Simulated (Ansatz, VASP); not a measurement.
# PtSe2: VASP beside Ansatz

```
CELL_PARAMETERS angstrom
1.89369 1.09332 5.91049
-1.89369 1.09332 5.91049
0.00000 -2.18664 5.91049
ATOMIC_POSITIONS crystal
Pt 0.00000 0.00000 0.00000
Se 0.26128 0.26128 0.26128
Se 0.73872 0.73872 0.73872
```

Change from the starting cell: hydrostatic strain +2.6%.

Alike in both runs: task single point; functional r2SCAN; k mesh 8 × 8 × 8; no spin polarisation.

```csv
,VASP,Ansatz
version,VASP 6.6.1,Ansatz 0.2.0
potentials or method,"VASP PAW PBE potentials, release 64 (Pt, Se)","plane waves, PAW"
plane-wave cutoff (eV),520,500
occupations,"gaussian, width 0.01 eV",fixed
valence electrons in the cell,22,50
```

Ansatz gave:

| Item | Value |
| --- | --- |
| gap on the k mesh at the Fermi level (eV) | 0.62 |
| pressure (GPa) | -2.5 |
| traceless stress, the component that is largest in VASP (GPa) | 2.37 |
| rms of the force components (eV/Å) | 0.010 |

**Question.** Which values does VASP return?

**Answer.** gap on the k mesh at the Fermi level (eV): 0.61; pressure (GPa): -2.4; traceless stress, the component that is largest in VASP (GPa): 2.34; rms of the force components (eV/Å): 0.007.

VASP's potentials were made for PBE, not for r2SCAN. Atom by atom the forces differ by 0.003 eV/Å (rms over components). VASP's potentials hold 22 valence electrons a cell and Ansatz's 50, so a difference there can come from the potentials and not from the codes.

Spin-orbit coupling is off throughout.
